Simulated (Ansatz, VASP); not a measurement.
## RbBr in VASP and in Ansatz

```
Rb Br
1.0
     0.00000    3.49421    3.49421
     3.49421    0.00000    3.49421
     3.49421    3.49421    0.00000
Rb Br
1 1
Direct
  0.00000 0.00000 0.00000
  0.50000 0.50000 0.50000
```

Alike in both runs: task single point; functional HSE06; k mesh 4 × 4 × 4; occupations fermi-dirac, width 0.05 eV; no spin polarisation.

```csv
,VASP,Ansatz
version,VASP 6.6.1,Ansatz 0.2.0
potentials or method,"VASP PAW PBE potentials, release 64 (Rb_sv, Br)",Ansatz PAW
plane-wave cutoff (eV),520,420
valence electrons in the cell,16,16
```

```tsv
	VASP	Ansatz	Ansatz less VASP
gap on the k mesh at the Fermi level (eV)	5.37	5.37	0.000
least direct gap on the mesh (eV)	5.37	5.37	0.000
pressure (GPa)	-0.1	-0.1	0.00
```
